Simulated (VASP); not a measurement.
# PbO2 (P4_2/mnm) in VASP: a series of runs, part 2 of 2

VASP 6.6.1. The steps go on from the part before.

## (3) Relaxation of shape and atoms at fixed volume, LDA (14.05 Å³/atom)

This run uses another cell than the first one, of 14.05 Å³/atom.

Contents of INCAR:

```
ALGO     = Normal         # electronic algorithm
EDIFF    = 1E-6           # SCF threshold, eV
EDIFFG   = -0.01          # ionic threshold
ENCUT    = 600            # plane-wave cutoff, eV
GGA      = CA             # functional
IBRION   = 2              # ionic algorithm
ISIF     = 4              # what is computed and relaxed
ISMEAR   = 0              # smearing method
LASPH    = True           # aspherical terms in the spheres
LCHARG   = False          # write CHGCAR
LREAL    = False          # projectors in reciprocal space
LWAVE    = False          # write WAVECAR
NELM     = 100            # most SCF steps
NSW      = 60             # ionic steps
PREC     = Accurate       # precision mode
SIGMA    = 0.05           # smearing width, eV
```

Contents of KPOINTS:

```
k-points
0
Gamma
  6 6 8
```

Contents of POSCAR:

```
PbO2
1.0
    4.9707513726      0.0000000000      0.0000000000
    0.0000000000      4.9707513726      0.0000000000
    0.0000000000      0.0000000000      3.4107211252
Pb O
2 4
Direct
    0.0000000000      0.0000000000      0.0000000000
    0.5000000000      0.5000000000      0.5000000000
    0.3075286930      0.3075286930      0.0000000000
    0.8075286930      0.1924713070      0.5000000000
    0.1924713070      0.8075286930      0.5000000000
    0.6924713070      0.6924713070      0.0000000000
```

Potentials or basis: VASP PAW LDA potentials, release 64 (Pb_d, O).

Launch:

```console
> cat potpaw_LDA.64/Pb_d/POTCAR potpaw_LDA.64/O/POTCAR > POTCAR
> mpirun -np 1 vasp_std > vasp.out
```

OUTCAR:

```text
EDIFF = 1E-6
   EDIFFG = -0.01
   ENCUT = 600
   GGA = CA
   IBRION = 2
   ISIF = 4
   ISMEAR = 0
   LASPH = True
   LREAL = False
   NELM = 100
   NSW = 60
   PREC = Accurate

 ion  position               nearest neighbor table
   1  0.000  0.000  0.000-   3 2.16   6 2.16   5 2.18   4 2.18   4 2.18   5 2.18   2 3.91   2 3.91
                             2 3.91   2 3.91   2 3.91   2 3.91   2 3.91   2 3.91
   2  0.500  0.500  0.500-   4 2.16   5 2.16   3 2.18   6 2.18   3 2.18   6 2.18   1 3.91   1 3.91
                             1 3.91   1 3.91   1 3.91   1 3.91   1 3.91   1 3.91
   3  0.308  0.308  0.000-   1 2.16   2 2.18   2 2.18
   4  0.808  0.192  0.500-   2 2.16   1 2.18   1 2.18
   5  0.192  0.808  0.500-   2 2.16   1 2.18   1 2.18
   6  0.692  0.692  0.000-   1 2.16   2 2.18   2 2.18

  LATTYP: Found a simple tetragonal cell.
 ALAT       =     4.9707513726
 C/A-ratio  =     0.6861580613

  Lattice vectors:

 A1 = (   4.9707513726,   0.0000000000,   0.0000000000)
 A2 = (   0.0000000000,   4.9707513726,   0.0000000000)
 A3 = (   0.0000000000,   0.0000000000,   3.4107211252)

Analysis of symmetry for initial positions (statically):
=====================================================================
 Subroutine PRICEL returns:
 Original cell was already a primitive cell.

 Routine SETGRP: Setting up the symmetry group for a
 simple tetragonal supercell.

 Subroutine GETGRP returns: Found 16 space group operations
 (whereof  8 operations were pure point group operations)
 out of a pool of 16 trial point group operations.

The static configuration has the point symmetry D_2h.
 The point group associated with its full space group is D_4h.

Analysis of symmetry for dynamics (positions and initial velocities):
=====================================================================
 Subroutine PRICEL returns:
 Original cell was already a primitive cell.

 Routine SETGRP: Setting up the symmetry group for a
 simple tetragonal supercell.

 Subroutine GETGRP returns: Found 16 space group operations
 (whereof  8 operations were pure point group operations)
 out of a pool of 16 trial point group operations.
[... 140 lines left out ...]
   LRPA    =     F    only Hartree local field effects (RPA)
 conjugate gradient relaxation of ions
 non-spin polarized calculation
 Gauss-broadening in eV      SIGMA  =   0.05
  energy-cutoff  :      600.00
  volume of cell :       84.27
 maximum number of plane-waves:      2848
 NGX is ok and might be reduce to    40
   NGX = 19   NGY = 19   NGZ = 13

--------------------------------------- Ionic step        1  -------------------------------------------

 number of electron      52.0000006 magnetization

 Free energy of the ion-electron system (eV)
  ---------------------------------------------------
  ext. energy  EPLUGINS =         0.00000000
  ---------------------------------------------------
  free energy    TOTEN  =       -36.65070660 eV

  energy without entropy =      -36.65035971  energy(sigma->0) =      -36.65053316

------------------------ aborting loop because EDIFF is reached ----------------------------------------

  FORCE on cell =-STRESS in cart. coord.  units (eV):
  Direction    XX          YY          ZZ          XY          YZ          ZX
  --------------------------------------------------------------------------------------
  -------------------------------------------------------------------------------------
  Total       -1.2685424     -1.2685424     -1.6152330     -0.0000000      0.0000000      0.0000000
  in kB      -24.1171104    -24.1171104    -30.7082783     -0.0000000      0.0000000      0.0000000
  external PRESSURE =     -26.3141664 kB  Pullay stress =       0.0000000 kB
[... 227 lines left out ...]
--------------------------------------- Ionic step        7  -------------------------------------------

 number of electron      52.0000009 magnetization

 Free energy of the ion-electron system (eV)
  ---------------------------------------------------
  ext. energy  EPLUGINS =         0.00000000
  ---------------------------------------------------
  free energy    TOTEN  =       -36.65138959 eV

  energy without entropy =      -36.65108718  energy(sigma->0) =      -36.65123839

 E-fermi :   4.0406     XC(G=0): -11.2025

 val. band max:        3.9985678771   @ k =   0.0000   0.0000   0.1250
 cond. band min:       4.0925655126   @ k =   0.1667   0.0000   0.0000
 fundamental gap:      0.0939976356
 Fermi energy:         4.0405988204

 k-point     1 :       0.0000    0.0000    0.0000
  band No.  band energies     occupation
      1     -14.1075      2.00000
      2     -14.0137      2.00000
      3     -12.2106      2.00000
      4     -12.2106      2.00000
      5     -11.5135      2.00000
      6     -11.3021      2.00000
[... 805 lines left out ...]
     30      11.6444      0.00000
     31      12.6326      0.00000

 [... further k-points ...]

------------------------ aborting loop because EDIFF is reached ----------------------------------------

  FORCE on cell =-STRESS in cart. coord.  units (eV):
  Direction    XX          YY          ZZ          XY          YZ          ZX
  --------------------------------------------------------------------------------------
  -------------------------------------------------------------------------------------
  Total       -1.2850362     -1.2850362     -1.2982978     -0.0000000      0.0000000      0.0000000
  in kB      -24.4306852    -24.4306852    -24.6828103     -0.0000000      0.0000000      0.0000000
  external PRESSURE =     -24.5147269 kB  Pullay stress =       0.0000000 kB
[... 21 lines left out ...]
  FREE ENERGIE OF THE ION-ELECTRON SYSTEM (eV)
  ---------------------------------------------------
  free  energy   TOTEN  =       -36.6513895900 eV

  energy  without entropy=      -36.6510871810  energy(sigma->0) =      -36.65123839

 reached required accuracy - stopping structural energy minimisation
```

OSZICAR:

```text
N       E                     dE             d eps       ncg     rms          rms(c)
DAV:   1     0.716726413069E+03    0.71673E+03   -0.28745E+04  3100   0.224E+03
DAV:   2     0.582264913513E+02   -0.65850E+03   -0.63547E+03  3429   0.584E+02
[... 48 lines left out ...]
       N       E                     dE             d eps       ncg     rms          rms(c)
DAV:   1    -0.366513997860E+02   -0.42992E-04   -0.13601E-02  3122   0.800E-01    0.414E-02
DAV:   2    -0.366514029665E+02   -0.31805E-05   -0.35640E-04  4735   0.170E-01    0.240E-02
DAV:   3    -0.366513905892E+02    0.12377E-04   -0.11255E-05  4652   0.385E-02    0.684E-03
DAV:   4    -0.366513894872E+02    0.11020E-05   -0.18084E-06  2478   0.161E-02    0.889E-04
DAV:   5    -0.366513895900E+02   -0.10279E-06   -0.10889E-06  1872   0.118E-02
   7 F= -.36651390E+02 E0= -.36651238E+02  d E =-.330065E-04
```

Wall time 8.4 min (1 thread of Oxide Virtual Turin-like, shared host); peak memory 0.23 GiB.

What came out:

| Quantity | Value |
| --- | --- |
| Free energy | -36.6514 eV |
| Energy gained by relaxing | 0.1 meV/atom |
| Ionic steps | 7 |
| Pressure after relaxing | -2.5 GPa |
| Band gap on the k mesh | 0.09 eV (least direct gap 0.13 eV) |

Forces in eV/Å, atoms in the order of the input:
```
Pb   0.000  0.000  0.000
Pb   0.000  0.000  0.000
O   -0.002 -0.002  0.000
O   -0.002  0.002  0.000
O    0.002 -0.002  0.000
O    0.002  0.002  0.000
```

Step by step:
| step | energy change (eV) | largest force (eV/Å) | pressure (GPa) | volume (Å³) |
| --- | --- | --- | --- | --- |
| 1 | 0.0000 | 0.0189 | -2.63 | 84.27 |
| 2 | -0.0005 | 0.0011 | -2.54 | 84.27 |
| 3 | -0.0007 | 0.0151 | -2.45 | 84.27 |
| 4 | -0.0007 | 0.0151 | -2.45 | 84.27 |
| 5 | -0.0006 | 0.0058 | -2.50 | 84.27 |
| 6 | -0.0006 | 0.0144 | -2.45 | 84.27 |
| 7 | -0.0007 | 0.0022 | -2.45 | 84.27 |

Final structure:
```yaml
crystal:
  lattice:
    - [4.97989, 0.00000, 0.00000]
    - [0.00000, 4.97989, 0.00000]
    - [0.00000, 0.00000, 3.39821]
  atoms:
    - { symbol: Pb, position: [0.00000, 0.00000, 0.00000] }
    - { symbol: Pb, position: [0.50000, 0.50000, 0.50000] }
    - { symbol: O, position: [0.30765, 0.30765, 0.00000] }
    - { symbol: O, position: [0.80765, 0.19235, 0.50000] }
    - { symbol: O, position: [0.19235, 0.80765, 0.50000] }
    - { symbol: O, position: [0.69235, 0.69235, 0.00000] }
```

Levels at points of the mesh, in eV from the valence-band top:
```tsv
k point	band 24	band 25	band 26	band 27	band 28	band 29
(0.00, 0.00, 0.00)	-0.61	-0.60	-0.60	0.11	4.21	5.71
(0.50, 0.00, 0.00)	-0.65	-0.38	-0.38	2.43	2.43	6.30
(0.50, 0.50, 0.00)	-0.67	-0.47	-0.47	2.83	2.83	6.62
(0.00, 0.00, 0.50)	-1.14	-0.78	-0.78	3.75	3.75	8.72
(0.50, 0.00, 0.50)	-0.79	-0.20	-0.20	4.06	4.06	7.19
(0.50, 0.50, 0.50)	-0.68	-0.52	-0.52	2.82	2.82	8.11
```

Caveat: spin-orbit coupling is left out, which moves the levels of the heavy elements. A k mesh can miss the band edges.
